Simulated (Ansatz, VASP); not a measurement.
**MgS in VASP and in Ansatz**

```xyz
2
Lattice="0.0000 2.6144 2.6144 2.6144 0.0000 2.6144 2.6144 2.6144 0.0000" Properties=species:S:1:pos:R:3 pbc="T T T"
Mg    0.0000    0.0000    0.0000
S     2.6144    2.6144    2.6144
```

Alike in both runs: task electric field gradients; functional r2SCAN; k mesh 14 × 14 × 14; occupations fermi-dirac, width 0.03 eV; no spin polarisation.

|  | VASP | Ansatz |
| --- | --- | --- |
| version | VASP 6.6.1 | Ansatz 0.2.0 |
| potentials or method | VASP PAW PBE potentials, release 64 (Mg, S) | PAW with Ansatz's default frozen-core files, scalar-relativistic |
| plane-wave cutoff (eV) | 520 | 500 |
| valence electrons in the cell | 8 | 16 |

Ansatz gave:

```
gap on the k mesh at the Fermi level (eV) : 3.43
pressure (GPa)                            : -1.1
```

Which values does VASP return?

gap on the k mesh at the Fermi level (eV): 3.40; pressure (GPa): -1.6.

VASP's potentials were made for PBE, not for r2SCAN. VASP's potentials hold 8 valence electrons a cell and Ansatz's 16, so a difference there can come from the potentials and not from the codes.
